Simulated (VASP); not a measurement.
# Ge in VASP: single point with r2SCAN

Aim: the single point of Ge with r2SCAN.

Everything below comes from runs of VASP 6.6.1. Logs are shortened: lines on timing, memory, paths and dates and some standing lists are left out, and cuts for length are marked.

### 1 The cell of the first run

The cell holds a slab with vacuum, 6 atoms: a = 4.012 Å, b = 4.012 Å, c = 21.370 Å, α = 90.00°, β = 90.00°, γ = 120.00°.

### 2 Single point, r2SCAN

The input, POSCAR:

```
Ge
1.0
    4.0116827387      0.0000000289      0.0000000000
   -2.0058413944      3.4742191492      0.0000000000
    0.0000000000      0.0000000000     21.3698954447
Ge
6
Direct
    0.0000000000      0.0000000000      0.3261248522
    0.6666666667      0.3333333333      0.3617741432
    0.6666666667      0.3333333333      0.4813770534
    0.3333333333      0.6666666667      0.5186245326
    0.3333333333      0.6666666667      0.6382274257
    1.0000000000      0.0000000000      0.6738766667
```

The input, INCAR.step1:

```
  ALGO = Normal
  DIPOL = 0.5 0.5 0.500
  EDIFF = 1E-5
  ENCUT = 450
  GGA = PE
  GGA_COMPAT = F
  IDIPOL = 3
  ISMEAR = 0
  LASPH = T
  LCHARG = F
  LDIPOL = T
  LREAL = F
  LWAVE = T
  NBANDS = 51
  NELM = 120
  NELMDL = -8
  PREC = Accurate
  SIGMA = 0.03
```

The input, INCAR.step2:

```
  ALGO = Normal
  DIPOL = 0.5 0.5 0.500
  EDIFF = 1E-6
  ENCUT = 450
  GGA_COMPAT = F
  IDIPOL = 3
  ISIF = 2
  ISMEAR = 0
  ISTART = 1
  LASPH = T
  LCHARG = T
  LDIPOL = T
  LELF = T
  LMIXTAU = T
  LREAL = F
  LVACPOTAV = T
  LVHAR = T
  LWAVE = F
  METAGGA = R2SCAN
  NBANDS = 51
  NELM = 120
  PREC = Accurate
  SIGMA = 0.03
```

The input, KPOINTS:

```
k-points
0
Gamma
  9 9 1
```

Potentials or basis: VASP PAW PBE potentials, release 64 (Ge_d).

Run with:

```sh
$ cat potpaw_PBE.64/Ge_d/POTCAR > POTCAR
$ cp INCAR.step1 INCAR
$ mpirun -np 1 vasp_std > vasp.out
$ cp INCAR.step2 INCAR
$ mpirun -np 1 vasp_std > vasp.out
```

OUTCAR:

```text
EDIFF = 1E-6
   ENCUT = 450
   ISIF = 2
   ISMEAR = 0
   ISTART = 1
   LASPH = T
   LREAL = F
   METAGGA = R2SCAN
   NELM = 120
   PREC = Accurate

 ion  position               nearest neighbor table
   1  0.000  0.000  0.326-   2 2.44   2 2.44   2 2.44
   2  0.667  0.333  0.362-   1 2.44   1 2.44   1 2.44   3 2.56
   3  0.667  0.333  0.481-   4 2.45   4 2.45   4 2.45   2 2.56
   4  0.333  0.667  0.519-   3 2.45   3 2.45   3 2.45   5 2.56
   5  0.333  0.667  0.638-   6 2.44   6 2.44   6 2.44   4 2.56
   6  0.000  0.000  0.674-   5 2.44   5 2.44   5 2.44

  LATTYP: Found a hexagonal cell.
 ALAT       =     4.0116827387
 C/A-ratio  =     5.3269156204

  Lattice vectors:

 A1 = (   4.0116827387,   0.0000000289,   0.0000000000)
 A2 = (  -2.0058413944,   3.4742191492,   0.0000000000)
 A3 = (   0.0000000000,   0.0000000000,  21.3698954447)

Analysis of symmetry for initial positions (statically):
=====================================================================
 Subroutine PRICEL returns:
 Original cell was already a primitive cell.

 Routine SETGRP: Setting up the symmetry group for a
 hexagonal supercell.

 Subroutine GETGRP returns: Found 12 space group operations
 (whereof 12 operations were pure point group operations)
 out of a pool of 24 trial point group operations.

The static configuration has the point symmetry D_3d.

Analysis of symmetry for dynamics (positions and initial velocities):
=====================================================================
 Subroutine PRICEL returns:
 Original cell was already a primitive cell.

 Routine SETGRP: Setting up the symmetry group for a
 hexagonal supercell.

 Subroutine GETGRP returns: Found 12 space group operations
 (whereof 12 operations were pure point group operations)
 out of a pool of 24 trial point group operations.

The dynamic configuration has the point symmetry D_3d.

 Subroutine INISYM returns: Found 12 space group operations
 (whereof 12 operations are pure point group operations),
 and found     1 'primitive' translations

----------------------------------------------------------------------------------------

                                     Primitive cell

  volume of cell :     297.8422

  direct lattice vectors                    reciprocal lattice vectors
     4.011682739  0.000000029  0.000000000     0.249271954  0.143917232  0.000000000
    -2.005841394  3.474219149  0.000000000    -0.000000002  0.287834461  0.000000000
     0.000000000  0.000000000 21.369895445     0.000000000  0.000000000  0.046794801

  length of vectors
     4.011682739  4.011682739 21.369895445     0.287834461  0.287834461  0.046794801

  position of ions in fractional coordinates (direct lattice)
     0.000000000  0.000000000  0.326124852
     0.666666667  0.333333333  0.361774143
     0.666666667  0.333333333  0.481377053
     0.333333333  0.666666667  0.518624533
     0.333333333  0.666666667  0.638227426
     0.000000000  0.000000000  0.673876667

  ion indices of the primitive-cell ions
   primitive index   ion index
                 1           1
                 2           2
                 3           3
                 4           4
                 5           5
                 6           6

----------------------------------------------------------------------------------------

 KPOINTS: k-points

Automatic generation of k-mesh.
 Grid dimensions read from file:
 generate k-points for:    9    9    1

 Generating k-lattice:

  Cartesian coordinates                     Fractional coordinates (reciprocal lattice)
     0.027696884  0.015990804  0.000000000     0.111111111  0.000000000  0.000000000
    -0.000000000  0.031981607  0.000000000     0.000000000  0.111111111  0.000000000
     0.000000000  0.000000000  0.046794801     0.000000000  0.000000000  1.000000000

  Length of vectors
     0.031981607  0.031981607  0.046794801

  Shift w.r.t. Gamma in fractional coordinates (k-lattice)
     0.000000000  0.000000000  0.000000000

 Subroutine IBZKPT returns following result:
 ===========================================

 Found     12 irreducible k-points:

 Following reciprocal coordinates:
            Coordinates               Weight
  0.000000  0.000000  0.000000      1.000000
  0.111111  0.000000  0.000000      6.000000
  0.222222  0.000000  0.000000      6.000000
  0.333333  0.000000  0.000000      6.000000
  0.444444  0.000000  0.000000      6.000000
  0.111111  0.111111  0.000000      6.000000
  0.222222  0.111111  0.000000     12.000000
  0.333333  0.111111  0.000000     12.000000
  0.444444  0.111111  0.000000      6.000000
  0.222222  0.222222  0.000000      6.000000
  0.333333  0.222222  0.000000     12.000000
  0.333333  0.333333  0.000000      2.000000
   k-points           NKPTS =     12   k-points in BZ     NKDIM =     12   number of bands    NBANDS=     51
   number of dos      NEDOS =    301   number of ions     NIONS =      6
   total plane-waves  NPLWV = 117600
   dimension x,y,z NGX =    28 NGY =   28 NGZ =  150
   dimension x,y,z NGXF=    56 NGYF=   56 NGZF=  300
   ions per type =               6
   NGX,Y,Z   is equivalent  to a cutoff of  11.60, 11.60, 11.67 a.u.
   NGXF,Y,Z  is equivalent  to a cutoff of  23.21, 23.21, 23.34 a.u.
 SYSTEM =  unknown system
   PREC   = accura    normal or accurate (medium, high low for compatibility)
   ISTART =      1    job   : 0-new  1-cont  2-samecut
   ICHARG =      0    charge: 1-file 2-atom 10-const
   ISPIN  =      1    spin polarized calculation?
   LNONCOLLINEAR =      F non collinear calculations
   LSORBIT =      F    spin-orbit coupling
   LASPH  =      T    aspherical Exc in radial PAW
   ENCUT  =  450.0 eV  33.07 Ry    5.75 a.u.   6.94  6.94 36.96*2*pi/ulx,y,z
   NELM   =    120;   NELMIN=  2; NELMDL=  0     # of ELM steps
   EDIFF  = 0.1E-05   stopping-criterion for ELM
   LREAL  =      F    real-space projection
   EDIFFG = 0.1E-04   stopping-criterion for IOM
   NSW    =      0    number of steps for IOM
   IBRION =     -1    ionic relax: 0-MD 1-quasi-New 2-CG
   NFREE  =      0    steps in history (QN), initial steepest desc. (CG)
   ISIF   =      2    stress and relaxation
   ISYM   =      2    0-nonsym 1-usesym 2-fastsym
   POTIM  = 0.5000    time-step for ionic-motion
   TEBEG  =    0.0;   TEEND  =   0.0 temperature during run
   PSTRESS=    0.0 pullay stress
   NELECT =      84.0000    total number of electrons
   NUPDOWN=      -1.0000    fix difference up-down
   EMIN   =  10.00;   EMAX   =-10.00  energy-range for DOS
   EFERMI =   0.00;   METHOD = LEGACY
   ISMEAR =     0;   SIGMA  =   0.03  broadening in eV -4-tet -1-fermi 0-gaus
   EFERMI_NEDOS =   21; number of points for ismear=-14 and -15
   IALGO  =     38    algorithm
   IMIX   =      4    mixing-type and parameters
     AMIX     =   0.40;   BMIX     =  1.00
     AMIX_MAG =   1.60;   BMIX_MAG =  1.00
  volume/ion in A,a.u.               =      49.64       334.99
  Fermi-wavevector in a.u.,A,eV,Ry     =   1.073592  2.028794 15.682067  1.152599
  Thomas-Fermi vector in A             =   2.209396
   LORBIT       =      0    0 simple, 1 ext, 2 COOP (PROOUT), +10 PAW based schemes
   METAGGA = R2SCAN    functional components
   LHFCALC =     F    Hartree Fock is set to
   AEXX    =    0.0000 exact exchange contribution
   IVDW    =     0    specifies the selected vdW correction
   LEPSILON=     F    determine dielectric tensor
   LRPA    =     F    only Hartree local field effects (RPA)
 non-spin polarized calculation
 Gauss-broadening in eV      SIGMA  =   0.03
  energy-cutoff  :      450.00
  volume of cell :      297.84
 maximum number of plane-waves:      6482
 NGX is ok and might be reduce to    28
   NGX = 13   NGY = 13   NGZ = 73

 number of electron      84.0000037 magnetization

 dipolmoment           0.000000      0.000000     -0.000555 electrons x Angstroem

 Free energy of the ion-electron system (eV)
  ---------------------------------------------------
  ext. energy  EPLUGINS =         0.00000000
  ---------------------------------------------------
  free energy    TOTEN  =       -81.10839352 eV

  energy without entropy =      -81.10627252  energy(sigma->0) =      -81.10733302

 E-fermi :  -0.5873     XC(G=0):  -5.5187

 val. band max:       -0.5922123288   @ k =   0.0000   0.0000   0.0000
 cond. band min:      -0.5615664852   @ k =   0.3333   0.2222   0.0000
 fundamental gap:      0.0306458436
 Fermi energy:        -0.5872594724

 k-point     1 :       0.0000    0.0000    0.0000
  band No.  band energies     occupation
      1     -25.8470      2.00000
      2     -25.8470      2.00000
      3     -25.8025      2.00000
      4     -25.7844      2.00000
      5     -25.7825      2.00000
      6     -25.7825      2.00000
[... 43 lines left out ...]
     50       3.6227      0.00000
     51       3.7386      0.00000

 k-point     2 :       0.1111    0.0000    0.0000
  band No.  band energies     occupation
      1     -25.8523      2.00000
      2     -25.8500      2.00000
      3     -25.8090      2.00000
      4     -25.7819      2.00000
      5     -25.7764      2.00000
      6     -25.7708      2.00000
[... 43 lines left out ...]
     50       3.7592      0.00000
     51       4.0762      0.00000

 k-point     3 :       0.2222    0.0000    0.0000
  band No.  band energies     occupation
      1     -25.8594      2.00000
      2     -25.8553      2.00000
      3     -25.8203      2.00000
      4     -25.7784      2.00000
      5     -25.7638      2.00000
      6     -25.7509      2.00000
[... 43 lines left out ...]
     50       4.6113      0.00000
     51       4.8190      0.00000

 k-point     4 :       0.3333    0.0000    0.0000
  band No.  band energies     occupation
      1     -25.8605      2.00000
      2     -25.8587      2.00000
      3     -25.8319      2.00000
      4     -25.7737      2.00000
      5     -25.7533      2.00000
      6     -25.7393      2.00000
[... 43 lines left out ...]
     50       4.9057      0.00000
     51       5.4522      0.00000

 k-point     5 :       0.4444    0.0000    0.0000
  band No.  band energies     occupation
      1     -25.8600      2.00000
      2     -25.8559      2.00000
      3     -25.8420      2.00000
      4     -25.7684      2.00000
      5     -25.7484      2.00000
      6     -25.7344      2.00000
[... 43 lines left out ...]
     50       5.3512      0.00000
     51       6.1035      0.00000

 k-point     6 :       0.1111    0.1111    0.0000
  band No.  band energies     occupation
      1     -25.8568      2.00000
      2     -25.8558      2.00000
      3     -25.8165      2.00000
      4     -25.7807      2.00000
      5     -25.7632      2.00000
      6     -25.7582      2.00000
[... 43 lines left out ...]
     50       4.3563      0.00000
     51       4.6772      0.00000

 k-point     7 :       0.2222    0.1111    0.0000
  band No.  band energies     occupation
      1     -25.8628      2.00000
      2     -25.8584      2.00000
      3     -25.8272      2.00000
      4     -25.7738      2.00000
      5     -25.7526      2.00000
      6     -25.7442      2.00000
[... 43 lines left out ...]
     50       4.8427      0.00000
     51       4.9298      0.00000

 k-point     8 :       0.3333    0.1111    0.0000
  band No.  band energies     occupation
      1     -25.8661      2.00000
      2     -25.8564      2.00000
      3     -25.8382      2.00000
      4     -25.7633      2.00000
      5     -25.7484      2.00000
      6     -25.7412      2.00000
[... 43 lines left out ...]
     50       5.0825      0.00000
     51       5.6294      0.00000

 k-point     9 :       0.4444    0.1111    0.0000
  band No.  band energies     occupation
      1     -25.8667      2.00000
      2     -25.8529      2.00000
      3     -25.8449      2.00000
      4     -25.7547      2.00000
      5     -25.7491      2.00000
      6     -25.7413      2.00000
[... 43 lines left out ...]
     50       4.9779      0.00000
     51       6.2067      0.00000

 k-point    10 :       0.2222    0.2222    0.0000
  band No.  band energies     occupation
      1     -25.8703      2.00000
      2     -25.8567      2.00000
      3     -25.8366      2.00000
      4     -25.7614      2.00000
      5     -25.7458      2.00000
      6     -25.7427      2.00000
[... 43 lines left out ...]
     50       4.7924      0.00000
     51       4.9548      0.00000

 k-point    11 :       0.3333    0.2222    0.0000
  band No.  band energies     occupation
      1     -25.8749      2.00000
      2     -25.8530      2.00000
      3     -25.8449      2.00000
      4     -25.7531      2.00000
      5     -25.7485      2.00000
      6     -25.7386      2.00000
[... 43 lines left out ...]
     50       4.8885      0.00000
     51       5.5187      0.00000

 k-point    12 :       0.3333    0.3333    0.0000
  band No.  band energies     occupation
      1     -25.8786      2.00000
      2     -25.8501      2.00000
      3     -25.8492      2.00000
      4     -25.7553      2.00000
      5     -25.7510      2.00000
      6     -25.7360      2.00000
[... 43 lines left out ...]
     50       6.0892      0.00000
     51       6.0893      0.00000

------------------------ aborting loop because EDIFF is reached ----------------------------------------

  FORCE on cell =-STRESS in cart. coord.  units (eV):
  Direction    XX          YY          ZZ          XY          YZ          ZX
  --------------------------------------------------------------------------------------
  -------------------------------------------------------------------------------------
  Total       -0.3522348     -0.3522348     -0.2036757      0.0000000     -0.0000000     -0.0000000
  in kB       -1.8947706     -1.8947706     -1.0956293      0.0000000     -0.0000000     -0.0000000
  external PRESSURE =      -1.6283902 kB  Pullay stress =       0.0000000 kB

 VOLUME and BASIS-vectors are now :
 -----------------------------------------------------------------------------
  energy-cutoff  :      450.00
  volume of cell :      297.84
      direct lattice vectors                 reciprocal lattice vectors
     4.011682739  0.000000029  0.000000000     0.249271954  0.143917232  0.000000000
    -2.005841394  3.474219149  0.000000000    -0.000000002  0.287834461  0.000000000
     0.000000000  0.000000000 21.369895445     0.000000000  0.000000000  0.046794801

 POSITION                                       TOTAL-FORCE (eV/Angst)
 -----------------------------------------------------------------------------------
      0.00000      0.00000      6.96925        -0.000000     -0.000000     -0.031716
      2.00584      1.15807      7.73108        -0.000000      0.000000      0.012020
      2.00584      1.15807     10.28698         0.000000     -0.000000     -0.015154
     -0.00000      2.31615     11.08295        -0.000000      0.000000      0.015154
     -0.00000      2.31615     13.63885         0.000000     -0.000000     -0.012020
      0.00000      0.00000     14.40067        -0.000000      0.000000      0.031716
 -----------------------------------------------------------------------------------
    total drift:                               -0.000000      0.000000     -0.118263

  FREE ENERGIE OF THE ION-ELECTRON SYSTEM (eV)
  ---------------------------------------------------
  free  energy   TOTEN  =       -81.1083935208 eV

  energy  without entropy=      -81.1062725214  energy(sigma->0) =      -81.10733302

 vacuum level on the upper side and lower side of the slab         4.223         4.231
```

It took 29 min on 1 thread of Oxide Virtual Turin-like, shared host; peak memory 0.38 GiB.

Results:

```
Free energy            : -81.1084 eV
Largest force          : 0.032 eV/Å
Band gap on the k mesh : 0.03 eV (least direct gap 0.20 eV)
```

Forces in eV/Å, atoms in the order of the input:
```
Ge   0.000  0.000 -0.032
Ge   0.000  0.000  0.012
Ge   0.000  0.000 -0.015
Ge   0.000  0.000  0.015
Ge   0.000  0.000 -0.012
Ge   0.000  0.000  0.032
```

Caveat: the PAW data sets were made with another functional, which shifts forces and pressure a little.
